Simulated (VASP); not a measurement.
A run of VASP 6.6.1 is set up as follows.

The input INCAR:

```
PREC = Accurate ; ENCUT = 520
EDIFF = 1E-6 ; ISMEAR = -1
SIGMA = 0.02 ; LREAL = False
LASPH = True ; NELM = 60
ALGO = Normal ; ISIF = 2
LWAVE = False ; LCHARG = True
GGA = PE ; LELF = True
LVHAR = True ; NBANDS = 46
```

Contents of KPOINTS:

```
Automatic mesh
0
Gamma
  6 6 2
```

POSCAR

```
In4Sb3As
1.0
    4.5638345252      0.0000000000      0.0000000000
    0.0000000000      4.5638345252      0.0000000000
    0.0000000000      0.0000000000     12.8713213372
As In Sb
1 4 3
Direct
    0.0000000000      0.0000000000      0.0000000000
    0.0000000000      0.5000000000      0.8876518365
    0.5000000000      0.0000000000      0.6294370928
    0.0000000000      0.5000000000      0.3705629072
    0.5000000000      0.0000000000      0.1123481635
    0.5000000000      0.5000000000      0.7584818472
    0.0000000000      0.0000000000      0.5000000000
    0.5000000000      0.5000000000      0.2415181528
```

Potentials or basis: VASP PAW PBE potentials, release 64 (As, In_d, Sb).

Launch:

```sh
$ cat potpaw_PBE.64/As/POTCAR potpaw_PBE.64/In_d/POTCAR potpaw_PBE.64/Sb/POTCAR > POTCAR
$ mpirun -np 1 vasp_std > vasp.out
```

Question: Estimate the band gap on the k mesh.

Answer: Zero (filled and empty bands touch).

Question: Estimate the pressure.

Answer: 1.5 GPa.

Question: Predict the largest force.

Answer: 0.007 eV/Å.

Forces on the atoms (eV/Å):
```
As   0.000  0.000  0.000
In   0.000  0.000 -0.007
In   0.000  0.000 -0.001
In   0.000  0.000  0.001
In   0.000  0.000  0.007
Sb   0.000  0.000 -0.007
Sb   0.000  0.000  0.000
Sb   0.000  0.000  0.007
```

Caveat: semilocal functionals underestimate gaps, and a narrow one can read as zero; spin-orbit coupling is left out, which moves the levels of the heavy elements.
